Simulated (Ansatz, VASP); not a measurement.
One calculation of MoS2, two programs

INCAR

```
SYSTEM = MoS2
PREC     = Accurate       ! precision mode
ENCUT    = 520            ! plane-wave cutoff, eV
EDIFF    = 1E-6           ! SCF threshold, eV
ISMEAR   = 0              ! smearing method
SIGMA    = 0.05           ! smearing width, eV
LREAL    = .False.        ! projectors in reciprocal space
LASPH    = .True.         ! aspherical terms in the spheres
NELM     = 100            ! most SCF steps
ALGO     = Normal         ! electronic algorithm
ISIF     = 2              ! what is computed and relaxed
LWAVE    = .False.        ! write WAVECAR
LCHARG   = .False.        ! write CHGCAR
GGA      = PE             ! functional
IVDW     = 12             ! dispersion correction
NBANDS   = 35             ! bands
```

KPOINTS

```
regular mesh
0
Gamma
  12 12 4
  0 0 0
```

The input POSCAR:

```
MoS2
1.0
    3.1493511256      0.0000000000      0.0000000000
   -1.5746755628      2.7274180802      0.0000000000
    0.0000000000      0.0000000000     12.0907538840
Mo S
2 4
Direct
    0.3333333333      0.6666666667      0.2500000000
    0.6666666667      0.3333333333      0.7500000000
    0.3382454734      0.7399960918      0.6204905688
    0.6666666667      0.3333333333      0.1204905688
    0.3333333333      0.6666666667      0.8795094312
    0.6666666667      0.3333333333      0.3795094312
```

Input for Ansatz:

```yaml
crystal:
  lattice:
    - [3.1493511256, 0.0, 0.0]
    - [-1.5746755628, 2.7274180802, 0.0]
    - [0.0, 0.0, 12.090753884]
  atoms:
    - { symbol: Mo, position: [0.3333333333, 0.6666666667, 0.25] }
    - { symbol: Mo, position: [0.6666666667, 0.3333333333, 0.75] }
    - { symbol: S, position: [0.3382454734, 0.7399960918, 0.6204905688] }
    - { symbol: S, position: [0.6666666667, 0.3333333333, 0.1204905688] }
    - { symbol: S, position: [0.3333333333, 0.6666666667, 0.8795094312] }
    - { symbol: S, position: [0.6666666667, 0.3333333333, 0.3795094312] }
basis:
  ecutwfc: 420
kpoints:
  mp_grid: { grid: [12, 12, 4] }
hamiltonian:
  xc: pbe
  dispersion: d3bj
scf:
  occupations: { method: gaussian, width: 0.05 }
output:
  forces: true
  stress: true
  eigenvalues: true
```

Alike in both runs: task single point; functional PBE; dispersion D3(BJ); k mesh 12 × 12 × 4; occupations gaussian, width 0.05 eV; no spin polarisation.

```csv
,VASP,Ansatz
version,VASP 6.6.1,Ansatz 0.2.0
potentials or method,"VASP PAW PBE potentials, release 64 (Mo_sv, S), cutoff 520 eV","scalar-relativistic, plane waves, PAW"
valence electrons in the cell,52,52
```

```tsv
	VASP	Ansatz	Ansatz less VASP
gap on the k mesh at the Fermi level (eV)	0.76	0.74	-0.016
least direct gap on the mesh (eV)	1.44	1.43	-0.011
pressure (GPa)	0.7	0.8	+0.16
traceless stress, the component that is largest in VASP (GPa)	4.79	4.81	+0.019
rms of the force components (eV/Å)	0.777	0.780	+0.0030
```

Atom by atom the forces differ by 0.007 eV/Å (rms over components).
